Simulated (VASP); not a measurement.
The system is Bi.

```
Bi
1.0
     3.55702   -3.19402    0.00000
     3.55702    3.19402    0.00000
    -1.28495    0.00000    3.17462
Bi
2
Direct
  0.75306 0.75306 0.85738
  0.24694 0.24694 0.14262
```

Base run:

```yaml
Program: VASP 6.6.1
Functional: LDA
Potentials_or_basis: VASP PAW LDA potentials, release 64 (Bi_d)
Cutoff: 520 eV
k_mesh: 6 × 6 × 9
Occupations: fermi-dirac, width 0.05 eV
Spin: no spin polarisation
```

Its results: band gap on the k mesh zero (band 15 reaches 8.80 eV, above the bottom of band 16 at 4.29 eV); pressure -5.7 GPa; largest force 0.158 eV/Å.

The run is repeated on the same cell with these changes: functional from LDA to PBE; potentials or basis from VASP PAW LDA potentials, release 64 (Bi_d) to VASP PAW PBE potentials, release 64 (Bi_d). What comes out?

Band gap on the k mesh zero (band 15 reaches 9.09 eV, above the bottom of band 16 at 4.55 eV); pressure -2.5 GPa; largest force 0.116 eV/Å.

Caveats: spin-orbit coupling is left out, which moves the levels of the heavy elements.
